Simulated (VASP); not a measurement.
# Hg (C2/m) in VASP: single point with PBE

Aim: the single point of Hg with PBE.

All numbers are computed with VASP 6.6.1; they aren't measurements. Logs are shortened: lines on timing, memory, paths and dates and some standing lists are left out, and cuts for length are marked.

### 1 The cell of the first run

The structure is monoclinic, space group C2/m (No. 12). The conventional cell has a = 4.357 Å, b = 4.259 Å, c = 2.815 Å, α = 90.00°, β = 92.49°, γ = 90.00°. Within 3.7 Å of Hg (site symmetry 2/m) lie 6 Hg at 2.81 to 3.05 Å.

### 2 Single point, PBE (strained)

The input, INCAR:

```
SYSTEM = Hg
  ALGO = Fast
  EDIFF = 1E-6
  ENCUT = 520
  GGA = PE
  ISIF = 2
  ISMEAR = 0
  LASPH = .True.
  LCHARG = .False.
  LREAL = .False.
  LWAVE = .False.
  NBANDS = 12
  NELM = 60
  PREC = Accurate
  SIGMA = 0.1
```

The input, KPOINTS:

```
k-points
0
Gamma
  14 14 14
  0 0 0
```

The input, POSCAR:

```
Hg
1.0
    2.1769875393     -2.1294111114      0.0820762883
    2.1769875393      2.1294111114      0.0820762883
   -0.2281566587      0.0000000000      2.8056602689
Hg
1
Direct
    0.5000000000      0.5000000000      0.5000000000
```

Potentials or basis: VASP PAW PBE potentials, release 64 (Hg).

Launch:

```console
$ cat potpaw_PBE.64/Hg/POTCAR > POTCAR
$ mpirun -np 1 vasp_std > vasp.out
```

OUTCAR:

```text
SYSTEM = Hg
   EDIFF = 1E-6
   ENCUT = 520
   GGA = PE
   ISIF = 2
   ISMEAR = 0
   LASPH = .True.
   LREAL = .False.
   NELM = 60
   PREC = Accurate

 ion  position               nearest neighbor table
   1  0.500  0.500  0.500-

  LATTYP: Found a base centered monoclinic cell.
 ALAT       =     4.3570684013
 B/A-ratio  =     0.9774513114
 C/A-ratio  =     0.6460586770
 COS(beta)  =    -0.0434439810

  Lattice vectors:

 A1 = (   2.1769875393,  -2.1294111114,   0.0820762883)
 A2 = (   2.1769875393,   2.1294111114,   0.0820762883)
 A3 = (  -0.2281566587,   0.0000000000,   2.8056602689)

Analysis of symmetry for initial positions (statically):
=====================================================================
 Subroutine PRICEL returns:
 Original cell was already a primitive cell.

 Routine SETGRP: Setting up the symmetry group for a
 base centered monoclinic supercell.

 Subroutine GETGRP returns: Found  4 space group operations
 (whereof  4 operations were pure point group operations)
 out of a pool of  4 trial point group operations.

The static configuration has the point symmetry C_2h.

Analysis of symmetry for dynamics (positions and initial velocities):
=====================================================================
 Subroutine PRICEL returns:
 Original cell was already a primitive cell.

 Routine SETGRP: Setting up the symmetry group for a
 base centered monoclinic supercell.

 Subroutine GETGRP returns: Found  4 space group operations
 (whereof  4 operations were pure point group operations)
 out of a pool of  4 trial point group operations.

The dynamic configuration has the point symmetry C_2h.

 Subroutine INISYM returns: Found  4 space group operations
 (whereof  4 operations are pure point group operations),
 and found     1 'primitive' translations

----------------------------------------------------------------------------------------

                                     Primitive cell

  volume of cell :      26.0922

  direct lattice vectors                    reciprocal lattice vectors
     2.176987539 -2.129411111  0.082076288     0.228973166 -0.234806702  0.018620128
     2.176987539  2.129411111  0.082076288     0.228973166  0.234806702  0.018620128
    -0.228156659  0.000000000  2.805660269    -0.013396681  0.000000000  0.355332921

  length of vectors
     3.046375378  3.046375378  2.814921847     0.328495977  0.328495977  0.355585370

  position of ions in fractional coordinates (direct lattice)
     0.500000000  0.500000000  0.500000000

  ion indices of the primitive-cell ions
   primitive index   ion index
                 1           1

----------------------------------------------------------------------------------------

 KPOINTS: k-points

Automatic generation of k-mesh.
 Grid dimensions read from file:
 generate k-points for:   14   14   14

 Generating k-lattice:

  Cartesian coordinates                     Fractional coordinates (reciprocal lattice)
     0.016355226 -0.016771907  0.001330009     0.071428571  0.000000000  0.000000000
     0.016355226  0.016771907  0.001330009     0.000000000  0.071428571  0.000000000
    -0.000956906  0.000000000  0.025380923     0.000000000  0.000000000  0.071428571

  Length of vectors
     0.023463998  0.023463998  0.025398955

  Shift w.r.t. Gamma in fractional coordinates (k-lattice)
     0.000000000  0.000000000  0.000000000

 Subroutine IBZKPT returns following result:
 ===========================================

 Found    744 irreducible k-points:

 Following reciprocal coordinates:
            Coordinates               Weight
  0.000000  0.000000  0.000000      1.000000
  0.071429 -0.000000  0.000000      4.000000
  0.142857 -0.000000  0.000000      4.000000
  0.214286  0.000000  0.000000      4.000000
  0.285714  0.000000  0.000000      4.000000
  0.357143  0.000000 -0.000000      4.000000
[... 16 lines left out ...]
  0.214286  0.142857  0.000000      4.000000
  0.285714  0.142857  0.000000      4.000000
 [... further k-points ...]
   k-points           NKPTS =    744   k-points in BZ     NKDIM =    744   number of bands    NBANDS=     12
   number of dos      NEDOS =    301   number of ions     NIONS =      1
   total plane-waves  NPLWV =  13824
   dimension x,y,z NGX =    24 NGY =   24 NGZ =   24
   dimension x,y,z NGXF=    48 NGYF=   48 NGZF=   48
   ions per type =               1
   NGX,Y,Z   is equivalent  to a cutoff of  13.10, 13.10, 14.17 a.u.
   NGXF,Y,Z  is equivalent  to a cutoff of  26.19, 26.19, 28.35 a.u.
 SYSTEM =  Hg
   PREC   = accura    normal or accurate (medium, high low for compatibility)
   ISTART =      0    job   : 0-new  1-cont  2-samecut
   ICHARG =      2    charge: 1-file 2-atom 10-const
   ISPIN  =      1    spin polarized calculation?
   LNONCOLLINEAR =      F non collinear calculations
   LSORBIT =      F    spin-orbit coupling
   LASPH  =      T    aspherical Exc in radial PAW
   ENCUT  =  520.0 eV  38.22 Ry    6.18 a.u.   5.66  5.66  5.23*2*pi/ulx,y,z
   NELM   =     60;   NELMIN=  2; NELMDL= -5     # of ELM steps
   EDIFF  = 0.1E-05   stopping-criterion for ELM
   LREAL  =      F    real-space projection
   EDIFFG = 0.1E-04   stopping-criterion for IOM
   NSW    =      0    number of steps for IOM
   IBRION =     -1    ionic relax: 0-MD 1-quasi-New 2-CG
   NFREE  =      0    steps in history (QN), initial steepest desc. (CG)
   ISIF   =      2    stress and relaxation
   ISYM   =      2    0-nonsym 1-usesym 2-fastsym
   POTIM  = 0.5000    time-step for ionic-motion
   TEBEG  =    0.0;   TEEND  =   0.0 temperature during run
   PSTRESS=    0.0 pullay stress
   NELECT =      12.0000    total number of electrons
   NUPDOWN=      -1.0000    fix difference up-down
   EMIN   =  10.00;   EMAX   =-10.00  energy-range for DOS
   EFERMI =   0.00;   METHOD = LEGACY
   ISMEAR =     0;   SIGMA  =   0.10  broadening in eV -4-tet -1-fermi 0-gaus
   EFERMI_NEDOS =   21; number of points for ismear=-14 and -15
   IALGO  =     68    algorithm
   IMIX   =      4    mixing-type and parameters
     AMIX     =   0.40;   BMIX     =  1.00
     AMIX_MAG =   1.60;   BMIX_MAG =  1.00
  volume/ion in A,a.u.               =      26.09       176.08
  Fermi-wavevector in a.u.,A,eV,Ry     =   1.263665  2.387980 21.726448  1.596849
  Thomas-Fermi vector in A             =   2.397010
   LORBIT       =      0    0 simple, 1 ext, 2 COOP (PROOUT), +10 PAW based schemes
   GGA     = PE    functional components
   LHFCALC =     F    Hartree Fock is set to
   AEXX    =    0.0000 exact exchange contribution
   IVDW    =     0    specifies the selected vdW correction
   LEPSILON=     F    determine dielectric tensor
   LRPA    =     F    only Hartree local field effects (RPA)
 non-spin polarized calculation
 RMM-DIIS sequential band-by-band and
 Gauss-broadening in eV      SIGMA  =   0.10
  energy-cutoff  :      520.00
  volume of cell :       26.09
 maximum number of plane-waves:       724
   NGX = 11   NGY = 11   NGZ = 11

 number of electron      12.0000001 magnetization

 Free energy of the ion-electron system (eV)
  ---------------------------------------------------
  ext. energy  EPLUGINS =         0.00000000
  ---------------------------------------------------
  free energy    TOTEN  =        -0.10404032 eV

  energy without entropy =       -0.10264813  energy(sigma->0) =       -0.10334423

 E-fermi :   2.1518     XC(G=0): -10.2138

 val. band max:        2.1443532307   @ k =  -0.2857   0.2857   0.5000
 cond. band min:       2.1830547169   @ k =   0.3571   0.2143   0.5000
 fundamental gap:      0.0387014862
 Fermi energy:         2.1518296177

 k-point     1 :       0.0000    0.0000    0.0000
  band No.  band energies     occupation
      1      -6.6909      2.00000
      2      -6.0703      2.00000
      3      -5.8870      2.00000
      4      -3.9512      2.00000
      5      -3.7376      2.00000
      6      -3.7299      2.00000
      7      11.4296      0.00000
      8      11.4612      0.00000
      9      14.3696      0.00000
     10      15.4719      0.00000
     11      16.9441      0.00000
     12      19.2561      0.00000

 k-point     2 :       0.0714   -0.0000    0.0000
  band No.  band energies     occupation
      1      -6.6515      2.00000
      2      -6.0103      2.00000
      3      -5.8341      2.00000
      4      -3.9833      2.00000
      5      -3.7612      2.00000
      6      -3.7311      2.00000
      7      10.4649      0.00000
      8      11.5733      0.00000
      9      14.4965      0.00000
     10      15.9578      0.00000
     11      17.5544      0.00000
     12      19.2152      0.00000

 k-point     3 :       0.1429   -0.0000    0.0000
  band No.  band energies     occupation
      1      -6.5656      2.00000
      2      -5.9193      2.00000
      3      -5.5618      2.00000
      4      -4.0719      2.00000
      5      -3.8354      2.00000
      6      -3.7251      2.00000
      7       8.6293      0.00000
      8      11.9425      0.00000
      9      14.8673      0.00000
     10      16.2223      0.00000
     11      18.9779      0.00000
     12      19.5927      0.00000
[... 286 lines left out ...]
 k-point    23 :       0.2143    0.1429    0.0000
  band No.  band energies     occupation
      1      -6.4186      2.00000
      2      -5.4619      2.00000
      3      -4.9275      2.00000
      4      -4.2782      2.00000
      5      -3.9293      2.00000
      6      -3.8135      2.00000
      7       7.1789      0.00000
      8       9.6950      0.00000
      9      15.9099      0.00000
     10      17.9797      0.00000
     11      19.2553      0.00000
     12      20.7920      0.00000

 k-point    24 :       0.2857    0.1429    0.0000
  band No.  band energies     occupation
      1      -6.3559      2.00000
      2      -5.3866      2.00000
      3      -4.6371      2.00000
      4      -4.0418      2.00000
      5      -3.8929      2.00000
      6      -3.8010      2.00000
      7       5.2503      0.00000
      8      10.3873      0.00000
      9      16.6169      0.00000
     10      16.8208      0.00000
     11      19.2483      0.00000
     12      21.0503      0.00000

 [... further k-points ...]

------------------------ aborting loop because EDIFF is reached ----------------------------------------

  FORCE on cell =-STRESS in cart. coord.  units (eV):
  Direction    XX          YY          ZZ          XY          YZ          ZX
  --------------------------------------------------------------------------------------
  -------------------------------------------------------------------------------------
  Total        0.4784618      0.4709595      1.2864443      0.0000000      0.0000000     -0.0742436
  in kB       29.3797346     28.9190548     78.9935395      0.0000000      0.0000000     -4.5588955
  external PRESSURE =      45.7641096 kB  Pullay stress =       0.0000000 kB

 VOLUME and BASIS-vectors are now :
 -----------------------------------------------------------------------------
  energy-cutoff  :      520.00
  volume of cell :       26.09
      direct lattice vectors                 reciprocal lattice vectors
     2.176987539 -2.129411111  0.082076288     0.228973166 -0.234806702  0.018620128
     2.176987539  2.129411111  0.082076288     0.228973166  0.234806702  0.018620128
    -0.228156659  0.000000000  2.805660269    -0.013396681  0.000000000  0.355332921

 POSITION                                       TOTAL-FORCE (eV/Angst)
 -----------------------------------------------------------------------------------
      2.06291      0.00000      1.48491        -0.000000     -0.000000      0.000000
 -----------------------------------------------------------------------------------
    total drift:                               -0.000000     -0.000000     -0.000000

  FREE ENERGIE OF THE ION-ELECTRON SYSTEM (eV)
  ---------------------------------------------------
  free  energy   TOTEN  =        -0.1040403180 eV

  energy  without entropy=       -0.1026481323  energy(sigma->0) =       -0.10334423
```

It took 3.3 min on 1 thread of AMD EPYC 7R13, shared host; peak memory 0.29 GiB.

Results:

| Property | Result |
| --- | --- |
| Free energy | -0.1040 eV |
| Pressure | 4.6 GPa |
| Band gap on the k mesh | zero (bands 6 and 7 overlap by 6.17 eV) |

Levels at points of the mesh, in eV from the Fermi level:
```
           k point  band 4  band 5  band 6  band 7  band 8  band 9
(0.00, 0.00, 0.00)   -6.10   -5.89   -5.88    9.28    9.31   12.22
(0.50, 0.00, 0.00)   -6.40   -5.84   -3.16   -1.95   12.76   14.15
(0.50, 0.50, 0.00)   -6.32   -5.54    0.07    0.90    1.23    7.05
(0.00, 0.00, 0.50)   -6.92   -5.99   -1.77   -1.64   13.51   13.69
(0.50, 0.00, 0.50)   -6.53   -5.23    1.28    1.37    2.09    7.71
(0.50, 0.50, 0.50)   -5.46   -5.09    4.22    5.11    5.13    5.29
```

Caveat: the cell differs from its parent crystal (strained); the cell stands under pressure; spin-orbit coupling is left out, which moves the levels of the heavy elements.
